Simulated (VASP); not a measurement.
Ti:

```
CELL_PARAMETERS angstrom
-1.64100 1.64100 1.64100
1.64100 -1.64100 1.64100
1.64100 1.64100 -1.64100
ATOMIC_POSITIONS crystal
Ti 0.00000 0.00000 0.00000
```

| Property | Result |
| --- | --- |
| Program | VASP 6.6.1 |
| Task | relaxation of cell and atoms |
| Functional | PBEsol |
| Potentials or basis | VASP PAW PBE potentials, release 64 (Ti_sv) |
| Cutoff | 600 eV |
| k mesh | 7 × 7 × 7 |
| Occupations | fermi-dirac, width 0.05 eV |
| Spin | no spin polarisation |

At the start: pressure -6.0 GPa; volume 17.68 Å³/atom.

Task: How do energy, volume and symmetry change on relaxing?

Result: Over 3 steps the energy falls by 18.7 meV/atom and the volume is 16.72 Å³/atom (-5.4 %); space group Im-3m (No. 229, to 0.05 Å).

The path:
```csv
step,energy change (eV),largest force (eV/Å),pressure (GPa),volume (Å³)
1,0.0000,0.0000,-6.00,17.68
2,-0.0077,0.0000,5.27,16.04
3,-0.0187,0.0000,-0.01,16.72
```

Final structure:
```
CELL_PARAMETERS angstrom
-1.61096 1.61096 1.61096
1.61096 -1.61096 1.61096
1.61096 1.61096 -1.61096
ATOMIC_POSITIONS crystal
Ti 0.00000 0.00000 0.00000
```

Caveat: the k points lie up to 0.39 Å⁻¹ apart in the final cell; the PAW data sets were made with another functional, which shifts forces and pressure a little.
